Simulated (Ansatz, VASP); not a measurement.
As: VASP beside Ansatz

```
As
1.0
     0.00000    2.57558    2.57558
     2.57558    0.00000    2.57558
     2.57558    2.57558    0.00000
As
2
Direct
  0.87500 0.87500 0.87500
  0.12500 0.12500 0.12500
```

Change from the starting cell: volume scaled by 0.6, LAPW.

Alike in both runs: task single point; functional PBE; k mesh 13 × 13 × 13; occupations fermi-dirac, width 0.08 eV; no spin polarisation.

|  | VASP | Ansatz |
| --- | --- | --- |
| version | VASP 6.6.1 | Ansatz 0.2.0 |
| potentials or method | VASP PAW PBE potentials, release 64 (As), cutoff 520 eV | all-electron LAPW, scalar-relativistic |

|  | VASP | Ansatz | Ansatz less VASP |
| --- | --- | --- | --- |
| pressure (GPa) | 63.1 | 61.4 | -1.73 |

Both programs put the cell under a high pressure, so it lies far from rest at this level. Ansatz ran all-electron here, and VASP with PAW potentials.

Noted on VASP's run: the cell as given lies far from equilibrium.
